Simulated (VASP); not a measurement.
# LiCl (I4mm) in VASP: single point with PBE

Aim: the single point of LiCl with PBE.

All numbers are computed with VASP 6.6.1; they aren't measurements. Logs are shortened: lines on timing, memory, paths and dates and some standing lists are left out, and cuts for length are marked.

### Step 1. The cell of the first run

The structure is tetragonal, space group I4mm (No. 107). The conventional cell has a = 3.547 Å, b = 3.547 Å, c = 5.478 Å, α = 90.00°, β = 90.00°, γ = 90.00°. Within 3.3 Å of Li (site symmetry 4mm) lie 6 Cl at 2.51 to 2.80 Å. Cl (site symmetry 4mm) has 6 Li at 2.51 to 2.80 Å within 3.3 Å.

### Step 2. Single point, PBE (strained)

INCAR reads:

```
SYSTEM = LiCl
  PREC = Accurate
  ENCUT = 750
  EDIFF = 1E-6
  ISMEAR = 0
  SIGMA = 0.02
  LREAL = .False.
  LASPH = .True.
  NELM = 120
  ALGO = Normal
  ISIF = 2
  LWAVE = .False.
  LCHARG = .False.
  GGA = PE
  NBANDS = 12
  GGA_COMPAT = .False.
```

KPOINTS reads:

```
Automatic mesh
0
Gamma
  8 8 8
  0 0 0
```

POSCAR reads:

```
LiCl
1.0
    0.0000000000      2.5081557468      2.7389841468
    2.5081557468      0.0000000000      2.7389841468
    2.5081557468      2.5081557468      0.0000000000
Li Cl
1 1
Direct
    0.0058485004      0.0058485004     -0.0058485004
    0.4941514996      0.4941514996      0.5058485004
```

Potentials or basis: VASP PAW PBE potentials, release 64 (Li_sv, Cl).

Started as:

```bash
cat potpaw_PBE.64/Li_sv/POTCAR potpaw_PBE.64/Cl/POTCAR > POTCAR
mpirun -np 1 vasp_std > vasp.out
```

OUTCAR:

```text
SYSTEM = LiCl
   PREC = Accurate
   ENCUT = 750
   EDIFF = 1E-6
   ISMEAR = 0
   LREAL = .False.
   LASPH = .True.
   NELM = 120
   ISIF = 2
   GGA = PE

 ion  position               nearest neighbor table
   1  0.006  0.006  0.994-   2 2.51   2 2.51   2 2.51   2 2.51
   2  0.494  0.494  0.506-   1 2.51   1 2.51   1 2.51   1 2.51

  LATTYP: Found a body centered tetragonal cell.
 ALAT       =     3.5470678737
 C/A-ratio  =     1.5443652303

  Lattice vectors:

 A1 = (  -2.5081557468,   0.0000000000,   2.7389841468)
 A2 = (   2.5081557468,   0.0000000000,   2.7389841468)
 A3 = (   0.0000000000,   2.5081557468,  -2.7389841468)

Analysis of symmetry for initial positions (statically):
=====================================================================
 Subroutine PRICEL returns:
 Original cell was already a primitive cell.

 Routine SETGRP: Setting up the symmetry group for a
 body centered tetragonal supercell.

 Subroutine GETGRP returns: Found  8 space group operations
 (whereof  8 operations were pure point group operations)
 out of a pool of 16 trial point group operations.

The static configuration has the point symmetry C_4v.

Analysis of symmetry for dynamics (positions and initial velocities):
=====================================================================
 Subroutine PRICEL returns:
 Original cell was already a primitive cell.

 Routine SETGRP: Setting up the symmetry group for a
 body centered tetragonal supercell.

 Subroutine GETGRP returns: Found  8 space group operations
 (whereof  8 operations were pure point group operations)
 out of a pool of 16 trial point group operations.

The dynamic configuration has the point symmetry C_4v.

 Subroutine INISYM returns: Found  8 space group operations
 (whereof  8 operations are pure point group operations),
 and found     1 'primitive' translations

----------------------------------------------------------------------------------------

                                     Primitive cell

  volume of cell :      34.4611

  direct lattice vectors                    reciprocal lattice vectors
     0.000000000  2.508155747  2.738984147    -0.199349662  0.199349662  0.182549432
     2.508155747  0.000000000  2.738984147     0.199349662 -0.199349662  0.182549432
     2.508155747  2.508155747  0.000000000     0.199349662  0.199349662 -0.182549432

  length of vectors
     3.713876601  3.713876601  3.547067874     0.335864363  0.335864363  0.335864363

  position of ions in fractional coordinates (direct lattice)
     0.005848500  0.005848500  0.994151500
     0.494151500  0.494151500  0.505848500

  ion indices of the primitive-cell ions
[... 89 lines left out ...]
   EFERMI =   0.00;   METHOD = LEGACY
   ISMEAR =     0;   SIGMA  =   0.02  broadening in eV -4-tet -1-fermi 0-gaus
   EFERMI_NEDOS =   21; number of points for ismear=-14 and -15
   IALGO  =     38    algorithm
   IMIX   =      4    mixing-type and parameters
     AMIX     =   0.40;   BMIX     =  1.00
     AMIX_MAG =   1.60;   BMIX_MAG =  1.00
  volume/ion in A,a.u.               =      17.23       116.28
  Fermi-wavevector in a.u.,A,eV,Ry     =   1.083840  2.048161 15.982899  1.174710
  Thomas-Fermi vector in A             =   2.219916
   LORBIT       =      0    0 simple, 1 ext, 2 COOP (PROOUT), +10 PAW based schemes
   GGA     = PE    functional components
   LHFCALC =     F    Hartree Fock is set to
   AEXX    =    0.0000 exact exchange contribution
   IVDW    =     0    specifies the selected vdW correction
   LEPSILON=     F    determine dielectric tensor
   LRPA    =     F    only Hartree local field effects (RPA)
 non-spin polarized calculation
 Gauss-broadening in eV      SIGMA  =   0.02
  energy-cutoff  :      750.00
  volume of cell :       34.46
 maximum number of plane-waves:      1628
 NGX is ok and might be reduce to    36
   NGX = 17   NGY = 17   NGZ = 15

 number of electron      10.0000000 magnetization

 number of electron       9.9999999 magnetization

 Free energy of the ion-electron system (eV)
  ---------------------------------------------------
  ext. energy  EPLUGINS =         0.00000000
  ---------------------------------------------------
  free energy    TOTEN  =        -7.36950467 eV

  energy without entropy =       -7.36950467  energy(sigma->0) =       -7.36950467

 E-fermi :   0.6908     XC(G=0):  -8.6280

 val. band max:        0.5071330664   @ k =   0.0000   0.0000   0.0000
 cond. band min:       6.6295001588   @ k =   0.0000   0.0000   0.0000
 fundamental gap:      6.1223670923
 Fermi energy:         0.6908076074

 k-point     1 :       0.0000    0.0000    0.0000
  band No.  band energies     occupation
      1     -43.1076      2.00000
      2     -12.9179      2.00000
      3       0.3423      2.00000
      4       0.3423      2.00000
      5       0.5071      2.00000
      6       6.6295      0.00000
      7      11.8786      0.00000
      8      12.6226      0.00000
      9      12.6226      0.00000
     10      13.7038      0.00000
     11      14.4543      0.00000
     12      15.4670      0.00000
[... 331 lines left out ...]
 k-point    24 :       0.3750   -0.0000    0.1250
  band No.  band energies     occupation
      1     -43.1054      2.00000
      2     -12.4639      2.00000
      3      -1.7578      2.00000
      4      -0.0455      2.00000
      5       0.0162      2.00000
      6       7.9969      0.00000
      7      10.1082      0.00000
      8      10.8052      0.00000
      9      11.4406      0.00000
     10      14.3902      0.00000
     11      16.7723      0.00000
     12      17.5902      0.00000

 [... further k-points ...]

------------------------ aborting loop because EDIFF is reached ----------------------------------------

  FORCE on cell =-STRESS in cart. coord.  units (eV):
  Direction    XX          YY          ZZ          XY          YZ          ZX
  --------------------------------------------------------------------------------------
  -------------------------------------------------------------------------------------
  Total        0.1770503      0.1770503     -0.2805374      0.0000000      0.0000000      0.0000000
  in kB        8.2314936      8.2314936    -13.0428600      0.0000000      0.0000000      0.0000000
  external PRESSURE =       1.1400424 kB  Pullay stress =       0.0000000 kB

 VOLUME and BASIS-vectors are now :
 -----------------------------------------------------------------------------
  energy-cutoff  :      750.00
  volume of cell :       34.46
      direct lattice vectors                 reciprocal lattice vectors
     0.000000000  2.508155747  2.738984147    -0.199349662  0.199349662  0.182549432
     2.508155747  0.000000000  2.738984147     0.199349662 -0.199349662  0.182549432
     2.508155747  2.508155747  0.000000000     0.199349662  0.199349662 -0.182549432

 POSITION                                       TOTAL-FORCE (eV/Angst)
 -----------------------------------------------------------------------------------
      2.50816      2.50816      0.03204         0.000000      0.000000      0.010658
      2.50816      2.50816      2.70695         0.000000      0.000000     -0.010658
 -----------------------------------------------------------------------------------
    total drift:                                0.000001      0.000001     -0.000160

  FREE ENERGIE OF THE ION-ELECTRON SYSTEM (eV)
  ---------------------------------------------------
  free  energy   TOTEN  =        -7.3695046735 eV

  energy  without entropy=       -7.3695046735  energy(sigma->0) =       -7.36950467
```

Wall time 60 s (1 thread of Intel Xeon 8259CL, shared host); peak memory 0.2 GiB.

What came out:

```yaml
Free_energy: -7.3695 eV
Pressure: 0.1 GPa
Largest_force: 0.011 eV/Å
Band_gap_on_the_k_mesh: 6.12 eV
```

Forces in eV/Å, atoms in the order of the input:
```
Li   0.000  0.000  0.011
Cl   0.000  0.000 -0.011
```

Levels at points of the mesh, in eV from the valence-band top:
| k point | band 1 | band 2 | band 3 | band 4 | band 5 | band 6 | band 7 | band 8 | band 9 | band 10 |
| --- | --- | --- | --- | --- | --- | --- | --- | --- | --- | --- |
| (0.00, 0.00, 0.00) | -43.61 | -13.42 | -0.16 | -0.16 | 0.00 | 6.12 | 11.37 | 12.12 | 12.12 | 13.20 |
| (0.50, 0.00, 0.00) | -43.61 | -12.89 | -2.83 | -0.46 | -0.23 | 6.63 | 9.15 | 9.75 | 12.64 | 16.63 |
| (0.50, 0.50, 0.00) | -43.61 | -12.76 | -2.88 | -0.98 | -0.98 | 7.92 | 8.50 | 11.44 | 14.35 | 14.35 |
| (0.50, 0.00, 0.50) | -43.61 | -12.60 | -2.90 | -1.53 | -0.96 | 7.72 | 8.14 | 12.60 | 12.93 | 14.58 |

Caveat: the cell differs from its parent crystal (strained).
